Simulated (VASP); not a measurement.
# ZnS (P6_3mc) in VASP: further runs

ZnS is run at these levels: r2SCAN; tasks: single point.

Everything below comes from runs of VASP 6.6.1. Logs are shortened: lines on timing, memory, paths and dates and some standing lists are left out, and cuts for length are marked.

## Step 1: The cell of the first run

It takes space group P6_3mc (No. 186, hexagonal). The conventional cell has a = 3.648 Å, b = 3.648 Å, c = 17.934 Å, α = 90.00°, β = 90.00°, γ = 120.00°. Within 3.0 Å of Zn (site symmetry 3m) lie 4 S at 2.24 Å. Zn (site symmetry 3m) has 4 S at 2.23 to 2.24 Å within 3.0 Å. Within 3.0 Å of Zn (site symmetry 3m) lie 4 S at 2.23 to 2.24 Å. S (site symmetry 3m) has 4 Zn at 2.24 Å within 3.0 Å. S (site symmetry 3m) has 4 Zn at 2.23 to 2.24 Å within 3.0 Å. S (site symmetry 3m) has 4 Zn at 2.23 to 2.24 Å within 3.0 Å.

## Step 2: Single point, r2SCAN (17.22 Å³/atom)

POSCAR reads:

```
ZnS
1.0
    3.6480005883      0.0000000000      0.0000000000
   -1.8240002941      3.1592611825      0.0000000000
    0.0000000000      0.0000000000     17.9341785102
Zn S
6 6
Direct
    0.0000000000      0.0000000000      0.0001234482
    0.0000000000      0.0000000000      0.5001234482
    0.3333333333      0.6666666667      0.1670063421
    0.6666666667      0.3333333333      0.6670063421
    0.6666666667      0.3333333333      0.3333587866
    0.3333333333      0.6666666667      0.8333587866
    0.0000000000      0.0000000000      0.1249694539
    0.0000000000      0.0000000000      0.6249694539
    0.3333333333      0.6666666667      0.2915638225
    0.6666666667      0.3333333333      0.7915638225
    0.6666666667      0.3333333333      0.4579781468
    0.3333333333      0.6666666667      0.9579781468
```

INCAR.step1 reads:

```
  PREC = Accurate
  ENCUT = 520
  ISMEAR = 0
  SIGMA = 0.02
  LREAL = False
  LASPH = True
  NELM = 80
  NBANDS = 66
  GGA = PE
  ALGO = Normal
  EDIFF = 1E-4
  LWAVE = True
  LCHARG = False
```

INCAR.step2 reads:

```
  PREC = Accurate
  ENCUT = 520
  EDIFF = 1E-7
  ISMEAR = 0
  SIGMA = 0.02
  LREAL = False
  LASPH = True
  NELM = 80
  ALGO = Normal
  ISIF = 2
  LWAVE = False
  LCHARG = False
  METAGGA = R2SCAN
  LMIXTAU = True
  NBANDS = 66
  ISTART = 1
```

KPOINTS reads:

```
Automatic mesh
0
Gamma
  6 6 2
```

Potentials or basis: VASP PAW PBE potentials, release 64 (Zn, S).

Run with:

```sh
> cat potpaw_PBE.64/Zn/POTCAR potpaw_PBE.64/S/POTCAR > POTCAR
> cp INCAR.step1 INCAR
> mpirun -np 1 vasp_std > vasp.out
> cp INCAR.step2 INCAR
> mpirun -np 1 vasp_std > vasp.out
```

OUTCAR:

```text
PREC = Accurate
   ENCUT = 520
   EDIFF = 1E-7
   ISMEAR = 0
   LREAL = False
   LASPH = True
   NELM = 80
   ISIF = 2
   METAGGA = R2SCAN
   ISTART = 1

 ion  position               nearest neighbor table
   1  0.000  0.000  0.000-  12 2.24  12 2.24  12 2.24   7 2.24
   2  0.000  0.000  0.500-  11 2.24  11 2.24  11 2.24   8 2.24
   3  0.333  0.667  0.167-   9 2.23   7 2.24   7 2.24   7 2.24
   4  0.667  0.333  0.667-  10 2.23   8 2.24   8 2.24   8 2.24
   5  0.667  0.333  0.333-  11 2.23   9 2.24   9 2.24   9 2.24
   6  0.333  0.667  0.833-  12 2.23  10 2.24  10 2.24  10 2.24
   7  0.000  0.000  0.125-   3 2.24   3 2.24   3 2.24   1 2.24
   8  0.000  0.000  0.625-   4 2.24   4 2.24   4 2.24   2 2.24
   9  0.333  0.667  0.292-   3 2.23   5 2.24   5 2.24   5 2.24
  10  0.667  0.333  0.792-   4 2.23   6 2.24   6 2.24   6 2.24
  11  0.667  0.333  0.458-   5 2.23   2 2.24   2 2.24   2 2.24
  12  0.333  0.667  0.958-   6 2.23   1 2.24   1 2.24   1 2.24

  LATTYP: Found a hexagonal cell.
 ALAT       =     3.6480005883
 C/A-ratio  =     4.9161665620

  Lattice vectors:

 A1 = (   3.6480005883,   0.0000000000,   0.0000000000)
 A2 = (  -1.8240002941,   3.1592611825,   0.0000000000)
 A3 = (   0.0000000000,   0.0000000000,  17.9341785102)

Analysis of symmetry for initial positions (statically):
=====================================================================
 Subroutine PRICEL returns:
 Original cell was already a primitive cell.

 Routine SETGRP: Setting up the symmetry group for a
 hexagonal supercell.

 Subroutine GETGRP returns: Found 12 space group operations
 (whereof  6 operations were pure point group operations)
 out of a pool of 24 trial point group operations.

The static configuration has the point symmetry C_3v.
 The point group associated with its full space group is C_6v.

Analysis of symmetry for dynamics (positions and initial velocities):
=====================================================================
 Subroutine PRICEL returns:
 Original cell was already a primitive cell.

 Routine SETGRP: Setting up the symmetry group for a
 hexagonal supercell.

 Subroutine GETGRP returns: Found 12 space group operations
 (whereof  6 operations were pure point group operations)
 out of a pool of 24 trial point group operations.
[... 118 lines left out ...]
   ISYM   =      2    0-nonsym 1-usesym 2-fastsym
   POTIM  = 0.5000    time-step for ionic-motion
   TEBEG  =    0.0;   TEEND  =   0.0 temperature during run
   PSTRESS=    0.0 pullay stress
   NELECT =     108.0000    total number of electrons
   NUPDOWN=      -1.0000    fix difference up-down
   EMIN   =  10.00;   EMAX   =-10.00  energy-range for DOS
   EFERMI =   0.00;   METHOD = LEGACY
   ISMEAR =     0;   SIGMA  =   0.02  broadening in eV -4-tet -1-fermi 0-gaus
   EFERMI_NEDOS =   21; number of points for ismear=-14 and -15
   IALGO  =     38    algorithm
   IMIX   =      4    mixing-type and parameters
     AMIX     =   0.40;   BMIX     =  1.00
     AMIX_MAG =   1.60;   BMIX_MAG =  1.00
  volume/ion in A,a.u.               =      17.22       116.24
  Fermi-wavevector in a.u.,A,eV,Ry     =   1.318587  2.491768 23.656063  1.738672
  Thomas-Fermi vector in A             =   2.448546
   LORBIT       =      0    0 simple, 1 ext, 2 COOP (PROOUT), +10 PAW based schemes
   METAGGA = R2SCAN    functional components
   LHFCALC =     F    Hartree Fock is set to
   AEXX    =    0.0000 exact exchange contribution
   IVDW    =     0    specifies the selected vdW correction
   LEPSILON=     F    determine dielectric tensor
   LRPA    =     F    only Hartree local field effects (RPA)
 non-spin polarized calculation
 Gauss-broadening in eV      SIGMA  =   0.02
  energy-cutoff  :      520.00
  volume of cell :      206.69
 maximum number of plane-waves:      5601
 NGX is ok and might be reduce to    28
   NGX = 13   NGY = 13   NGZ = 67

 number of electron     108.0000004 magnetization

 Free energy of the ion-electron system (eV)
  ---------------------------------------------------
  ext. energy  EPLUGINS =         0.00000000
  ---------------------------------------------------
  free energy    TOTEN  =      -112.13935946 eV

  energy without entropy =     -112.13935946  energy(sigma->0) =     -112.13935946

 E-fermi :   3.3199     XC(G=0): -10.9888

 val. band max:        3.2307002284   @ k =   0.0000   0.0000   0.0000
 cond. band min:       6.5872329160   @ k =   0.0000   0.0000   0.0000
 fundamental gap:      3.3565326876
 Fermi energy:         3.3199376627

 k-point     1 :       0.0000    0.0000    0.0000
  band No.  band energies     occupation
      1     -11.5426      2.00000
      2     -11.2890      2.00000
      3     -11.2756      2.00000
      4     -10.6874      2.00000
      5     -10.6737      2.00000
      6     -10.3225      2.00000
[... 955 lines left out ...]
     65      10.7586      0.00000
     66      10.7586      0.00000

------------------------ aborting loop because EDIFF is reached ----------------------------------------

  FORCE on cell =-STRESS in cart. coord.  units (eV):
  Direction    XX          YY          ZZ          XY          YZ          ZX
  --------------------------------------------------------------------------------------
  -------------------------------------------------------------------------------------
  Total       17.1989154     17.1989154     17.2521527      0.0000000      0.0000000      0.0000000
  in kB      133.3182862    133.3182862    133.7309585      0.0000000      0.0000000      0.0000000
  external PRESSURE =     133.4558436 kB  Pullay stress =       0.0000000 kB

 VOLUME and BASIS-vectors are now :
 -----------------------------------------------------------------------------
  energy-cutoff  :      520.00
  volume of cell :      206.69
      direct lattice vectors                 reciprocal lattice vectors
     3.648000588  0.000000000  0.000000000     0.274122763  0.158264851  0.000000000
    -1.824000294  3.159261182  0.000000000     0.000000000  0.316529702  0.000000000
     0.000000000  0.000000000 17.934178510     0.000000000  0.000000000  0.055759454

 POSITION                                       TOTAL-FORCE (eV/Angst)
 -----------------------------------------------------------------------------------
      0.00000      0.00000      0.00221        -0.000000      0.000000     -0.003456
      0.00000      0.00000      8.96930         0.000000     -0.000000     -0.003456
     -0.00000      2.10617      2.99512        -0.000000      0.000000     -0.012561
      1.82400      1.05309     11.96221         0.000000      0.000000     -0.012561
      1.82400      1.05309      5.97852        -0.000000     -0.000000      0.018155
     -0.00000      2.10617     14.94561         0.000000     -0.000000      0.018155
      0.00000      0.00000      2.24122        -0.000000      0.000000      0.000692
      0.00000      0.00000     11.20831        -0.000000      0.000000      0.000692
     -0.00000      2.10617      5.22896        -0.000000      0.000000     -0.003766
      1.82400      1.05309     14.19605        -0.000000      0.000000     -0.003766
      1.82400      1.05309      8.21346        -0.000000      0.000000      0.000936
     -0.00000      2.10617     17.18055        -0.000000      0.000000      0.000936
 -----------------------------------------------------------------------------------
    total drift:                               -0.000000     -0.000000      0.021102

  FREE ENERGIE OF THE ION-ELECTRON SYSTEM (eV)
  ---------------------------------------------------
  free  energy   TOTEN  =      -112.1393594560 eV

  energy  without entropy=     -112.1393594560  energy(sigma->0) =     -112.13935946
```

OSZICAR.step1:

```text
N       E                     dE             d eps       ncg     rms          rms(c)
DAV:   1     0.100837440550E+04    0.10084E+04   -0.49338E+04  1848   0.207E+03
DAV:   2     0.120415401354E+03   -0.88796E+03   -0.85238E+03  1848   0.498E+02
DAV:   3    -0.321766490363E+02   -0.15259E+03   -0.14875E+03  2010   0.181E+02
DAV:   4    -0.420662351341E+02   -0.98896E+01   -0.98341E+01  2180   0.469E+01
DAV:   5    -0.422610060027E+02   -0.19477E+00   -0.19448E+00  2200   0.662E+00    0.221E+01
DAV:   6    -0.394873836440E+02    0.27736E+01   -0.58426E+00  2712   0.476E+01    0.164E+01
DAV:   7    -0.398964323660E+02   -0.40905E+00   -0.11544E+01  2096   0.111E+01    0.536E+00
DAV:   8    -0.396290404814E+02    0.26739E+00   -0.62880E-01  2416   0.543E+00    0.273E+00
DAV:   9    -0.395575544075E+02    0.71486E-01   -0.53198E-01  2118   0.359E+00    0.752E-01
DAV:  10    -0.395574602449E+02    0.94163E-04   -0.19575E-02  2376   0.180E+00    0.635E-01
DAV:  11    -0.395577310822E+02   -0.27084E-03   -0.27153E-03  2150   0.288E-01    0.617E-01
DAV:  12    -0.395591842589E+02   -0.14532E-02   -0.48777E-03  2704   0.815E-01    0.375E-01
DAV:  13    -0.395593961818E+02   -0.21192E-03   -0.20842E-03  2054   0.353E-01    0.570E-01
DAV:  14    -0.395584324344E+02    0.96375E-03   -0.10774E-03  2280   0.429E-01    0.381E-01
DAV:  15    -0.395583418321E+02    0.90602E-04   -0.52333E-04  1624   0.103E-01
   1 F= -.39558342E+02 E0= -.39558342E+02  d E =-.881558E-14
```

Run time: 40 min. Hardware: 1 thread of Intel Xeon 8259CL, shared host; peak memory 0.44 GiB.

What came out:

* Free energy: -112.1394 eV
* Pressure: 13.3 GPa
* Largest force: 0.018 eV/Å
* Band gap on the k mesh: 3.36 eV

Forces on the atoms (eV/Å):
```
Zn   0.000  0.000 -0.003
Zn   0.000  0.000 -0.003
Zn   0.000  0.000 -0.013
Zn   0.000  0.000 -0.013
Zn   0.000  0.000  0.018
Zn   0.000  0.000  0.018
S    0.000  0.000  0.001
S    0.000  0.000  0.001
S    0.000  0.000 -0.004
S    0.000  0.000 -0.004
S    0.000  0.000  0.001
S    0.000  0.000  0.001
```

Caveat: the cell stands under pressure; the PAW data sets were made with another functional, which shifts forces and pressure a little. A k mesh can miss the band edges.

## Step 3: Single point, r2SCAN (17.81 Å³/atom)

This run uses another cell than the first one, of 17.81 Å³/atom.

POSCAR reads:

```
ZnS
1.0
    3.6901828517      0.0000000000      0.0000000000
   -1.8450914259      3.1957920941      0.0000000000
    0.0000000000      0.0000000000     18.1240075779
Zn S
6 6
Direct
    0.0000000000      0.0000000000      0.0000632028
    0.0000000000      0.0000000000      0.5000632028
    0.3333333333      0.6666666667      0.1669017626
    0.6666666667      0.3333333333      0.6669017626
    0.6666666667      0.3333333333      0.3333015975
    0.3333333333      0.6666666667      0.8333015975
    0.0000000000      0.0000000000      0.1250551745
    0.0000000000      0.0000000000      0.6250551745
    0.3333333333      0.6666666667      0.2916227514
    0.6666666667      0.3333333333      0.7916227514
    0.6666666667      0.3333333333      0.4580555112
    0.3333333333      0.6666666667      0.9580555112
```

INCAR.step1 reads:

```
SYSTEM = ZnS
  PREC = Accurate
  ENCUT = 520
  ISMEAR = 0
  SIGMA = 0.02
  LREAL = .False.
  LASPH = .True.
  NELM = 60
  NBANDS = 66
  GGA = PE
  ALGO = Normal
  EDIFF = 1E-4
  LWAVE = .True.
  LCHARG = .False.
```

INCAR.step2 reads:

```
SYSTEM = ZnS
  PREC = Accurate
  ENCUT = 520
  EDIFF = 1E-6
  ISMEAR = 0
  SIGMA = 0.02
  LREAL = .False.
  LASPH = .True.
  NELM = 60
  ALGO = Normal
  ISIF = 2
  LWAVE = .False.
  LCHARG = .False.
  METAGGA = R2SCAN
  LMIXTAU = .True.
  NBANDS = 66
  ISTART = 1
```

KPOINTS reads:

```
Automatic mesh
0
Gamma
  6 6 2
  0 0 0
```

Potentials or basis: VASP PAW PBE potentials, release 64 (Zn, S).

Run with:

```sh
> cat potpaw_PBE.64/Zn/POTCAR potpaw_PBE.64/S/POTCAR > POTCAR
> cp INCAR.step1 INCAR
> mpirun -np 1 vasp_std > vasp.out
> cp INCAR.step2 INCAR
> mpirun -np 1 vasp_std > vasp.out
```

It took 23 min on 1 thread of Intel Xeon 8259CL, shared host; peak memory 0.45 GiB.

Results (log left out):

* Free energy: -112.6308 eV
* Pressure: 9.2 GPa
* Largest force: 0.018 eV/Å
* Band gap on the k mesh: 3.19 eV

Forces on the atoms (eV/Å):
```
Zn   0.000  0.000 -0.004
Zn   0.000  0.000 -0.004
Zn   0.000  0.000  0.018
Zn   0.000  0.000  0.018
Zn   0.000  0.000  0.015
Zn   0.000  0.000  0.015
S    0.000  0.000 -0.013
S    0.000  0.000 -0.013
S    0.000  0.000 -0.011
S    0.000  0.000 -0.011
S    0.000  0.000 -0.006
S    0.000  0.000 -0.006
```

Levels at points of the mesh, in eV from the valence-band top:
| k point | band 51 | band 52 | band 53 | band 54 | band 55 | band 56 | band 57 | band 58 |
| --- | --- | --- | --- | --- | --- | --- | --- | --- |
| (0.00, 0.00, 0.00) | -0.29 | -0.04 | 0.00 | 0.00 | 3.19 | 3.93 | 4.08 | 4.18 |
| (0.50, 0.00, 0.00) | -1.52 | -1.52 | -1.32 | -1.06 | 3.72 | 3.81 | 4.09 | 4.34 |
| (0.00, 0.00, 0.50) | -0.08 | -0.08 | -0.08 | -0.08 | 3.64 | 3.64 | 3.99 | 3.99 |
| (0.50, 0.00, 0.50) | -1.46 | -1.46 | -1.19 | -1.19 | 3.67 | 3.67 | 4.24 | 4.24 |

Caveat: the cell stands under pressure; the PAW data sets were made with another functional, which shifts forces and pressure a little. A k mesh can miss the band edges.
